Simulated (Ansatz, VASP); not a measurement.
# One calculation of TiO2, two programs

```
Ti O
1.0
     0.00000    2.39683    2.39683
     2.39683    0.00000    2.39683
     2.39683    2.39683    0.00000
Ti O
1 2
Direct
  0.00000 0.00000 0.00000
  0.25000 0.25000 0.25000
  0.75000 0.75000 0.75000
```

Alike in both runs: task single point; functional r2SCAN; k mesh 6 × 6 × 6; occupations fermi-dirac, width 0.001 eV; no spin polarisation.

|  | VASP | Ansatz |
| --- | --- | --- |
| version | VASP 6.6.1 | Ansatz 0.2.0 |
| potentials or method | VASP PAW PBE potentials, release 64 (Ti_sv, O) | plane waves |
| plane-wave cutoff (eV) | 660 | 500 |
| valence electrons in the cell | 24 | 24 |

|  | VASP | Ansatz | Ansatz less VASP |
| --- | --- | --- | --- |
| gap on the k mesh at the Fermi level (eV) | 1.55 | 1.51 | -0.038 |
| pressure (GPa) | 1.2 | 0.0 | -1.19 |

VASP's potentials were made for PBE, not for r2SCAN.
